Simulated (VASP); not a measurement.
ZrSi6: single point with PBE

The system is ZrSi6.

```
Zr Si
1.0
     5.74586    0.00000    0.00000
     0.00000    5.74586    0.00000
     0.00000    0.00000    5.74586
Zr Si
1 6
Direct
  0.50000 0.50000 0.50000
  0.69860 0.00000 0.00000
  0.30140 0.00000 0.00000
  0.00000 0.69860 0.00000
  0.00000 0.30140 0.00000
  0.00000 0.00000 0.69860
  0.00000 0.00000 0.30140
```

The cell was generated, and may not be a known phase.

```
Program                : VASP 6.6.1
Task                   : single point
Functional             : PBE
Potentials or basis    : VASP PAW PBE potentials, release 64 (Zr_sv, Si)
Cutoff                 : 520 eV
k mesh                 : 8 × 8 × 8
Occupations            : gaussian, width 0.1 eV
Spin                   : collinear spin
Starting moments       : [2.38, 0.0, 0.0, 0.0, 0.0, 0.0, 0.0] μB
Dipole correction      : no
Further INCAR settings : ALGO = Normal; EDIFF = 1e-06; NBANDS = 31
```

```yaml
Pressure: -0.1 GPa
Net_moment: 2.34 μB per cell
Site_moments: Zr +1.47; Si -0.01 μB
Valence_electrons_inside_the_program's_atomic_spheres: Zr 9.61; Si 1.63
```

Levels at points of the mesh, in eV from the Fermi level:
Spin up:
| k point | band 17 | band 18 | band 19 | band 20 | band 21 | band 22 |
| --- | --- | --- | --- | --- | --- | --- |
| (0.00, 0.00, 0.00) | -0.31 | -0.31 | -0.10 | -0.10 | 0.05 | 0.05 |
| (0.50, 0.00, 0.00) | -1.06 | -0.73 | -0.73 | -0.25 | 0.26 | 1.00 |
| (0.50, 0.50, 0.00) | -0.57 | -0.57 | 0.08 | 0.19 | 0.21 | 0.21 |
| (0.50, 0.50, 0.50) | -0.94 | -0.19 | -0.12 | -0.12 | -0.12 | 0.30 |
Spin down:
```
           k point  band 13  band 14  band 15  band 16  band 17  band 18  band 19  band 20  band 21  band 22
(0.00, 0.00, 0.00)    -2.36    -2.36    -0.37    -0.37    -0.37     0.28     0.51     0.51     0.51     0.88
(0.50, 0.00, 0.00)    -3.34    -2.27    -1.17    -1.09    -0.80    -0.20    -0.20     1.22     1.39     1.83
(0.50, 0.50, 0.00)    -3.34    -3.34    -1.43    -0.72    -0.47    -0.47     1.19     1.19     1.53     1.68
(0.50, 0.50, 0.50)    -3.50    -3.50    -1.36    -1.36    -0.22     0.12     1.38     1.38     1.38     1.46
```

It took 4.2 min on 1 thread of Intel(R) Xeon(R) 6975P-C (Granite Rapids), with other jobs on the host, peak memory 0.57 GiB.
